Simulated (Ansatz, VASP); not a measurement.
**BN: VASP beside Ansatz**

File POSCAR:

```
BN
1.0
    2.5121913017      0.0000000000      0.0000000000
   -1.2560956508      2.1756214864      0.0000000000
    0.0000000000      0.0000000000      8.3340611808
B N
2 2
Direct
    0.6666666667      0.3333333333      0.2500000000
    0.3333333333      0.6666666667      0.7500000000
    0.3333333333      0.6666666667      0.2500000000
    0.6666666667      0.3333333333      0.7500000000
```

Contents of INCAR.step1:

```
PREC     = Accurate       # precision mode
ENCUT    = 520            # plane-wave cutoff, eV
ISMEAR   = 0              # smearing method
SIGMA    = 0.02           # smearing width, eV
LREAL    = False          # projectors in reciprocal space
LASPH    = True           # aspherical terms in the spheres
NELM     = 60             # most SCF steps
NBANDS   = 16             # bands
GGA      = PE             # functional
ALGO     = Normal         # electronic algorithm
EDIFF    = 1E-4           # SCF threshold, eV
LWAVE    = True           # write WAVECAR
LCHARG   = False          # write CHGCAR
```

File INCAR.step2:

```
PREC     = Accurate       # precision mode
ENCUT    = 520            # plane-wave cutoff, eV
EDIFF    = 1E-6           # SCF threshold, eV
ISMEAR   = 0              # smearing method
SIGMA    = 0.02           # smearing width, eV
LREAL    = False          # projectors in reciprocal space
LASPH    = True           # aspherical terms in the spheres
NELM     = 60             # most SCF steps
ALGO     = Normal         # electronic algorithm
ISIF     = 2              # what is computed and relaxed
LWAVE    = False          # write WAVECAR
LCHARG   = True           # write CHGCAR
METAGGA  = R2SCAN         # meta-GGA
LMIXTAU  = True         
LELF     = True           # ELF
LVHAR    = True         
NBANDS   = 16             # bands
ISTART   = 1
```

KPOINTS

```
Automatic mesh
0
Gamma
  12 12 4
```

Input for Ansatz:

```yaml
crystal:
  lattice:
    - [2.5121913017, 0.0, 0.0]
    - [-1.2560956508, 2.1756214864, 0.0]
    - [0.0, 0.0, 8.3340611808]
  atoms:
    - { symbol: B, position: [0.6666666667, 0.3333333333, 0.25] }
    - { symbol: B, position: [0.3333333333, 0.6666666667, 0.75] }
    - { symbol: "N", position: [0.3333333333, 0.6666666667, 0.25] }
    - { symbol: "N", position: [0.6666666667, 0.3333333333, 0.75] }
basis:
  ecutwfc: 500
kpoints:
  mp_grid: { grid: [12, 12, 4] }
  band_path:
    path:
      - [[0.0, 0.0, 0.0], [0.5, 0.0, 0.0], [0.33333333, 0.33333333, 0.0], [0.0, 0.0, 0.0], [0.0, 0.0, 0.5], [0.5, 0.0, 0.5], [0.33333333, 0.33333333, 0.5], [0.0, 0.0, 0.5]]
      - [[0.5, 0.0, 0.5], [0.5, 0.0, 0.0]]
      - [[0.33333333, 0.33333333, 0.5], [0.33333333, 0.33333333, 0.0]]
    npoints: 14
hamiltonian:
  xc: r2scan
scf:
  occupations: { method: gaussian, width: 0.02 }
  n_extra_bands: 10
output:
  forces: true
  stress: true
  eigenvalues: true
  populations: true
  dos: { projected: true, de: 0.02, nscf_kmesh: { grid: [18, 18, 6] } }
  bader: true
```

Alike in both runs: task single point; functional r2SCAN; k mesh 12 × 12 × 4; occupations gaussian, width 0.02 eV; no spin polarisation.

|  | VASP | Ansatz |
| --- | --- | --- |
| version | VASP 6.6.1 | Ansatz 0.2.0 |
| potentials or method | VASP PAW PBE potentials, release 64 (B, N), cutoff 520 eV | scalar-relativistic, plane waves, PAW |
| valence electrons in the cell | 16 | 16 |

|  | VASP | Ansatz | Ansatz less VASP |
| --- | --- | --- | --- |
| gap on the k mesh at the Fermi level (eV) | 4.64 | 4.64 | +0.006 |
| least direct gap on the mesh (eV) | 5.37 | 5.31 | -0.060 |
| pressure (GPa) | -2.7 | -3.0 | -0.30 |
| traceless stress, the component that is largest in VASP (GPa) | 1.58 | 2.12 | +0.535 |

VASP's potentials were made for PBE, not for r2SCAN.
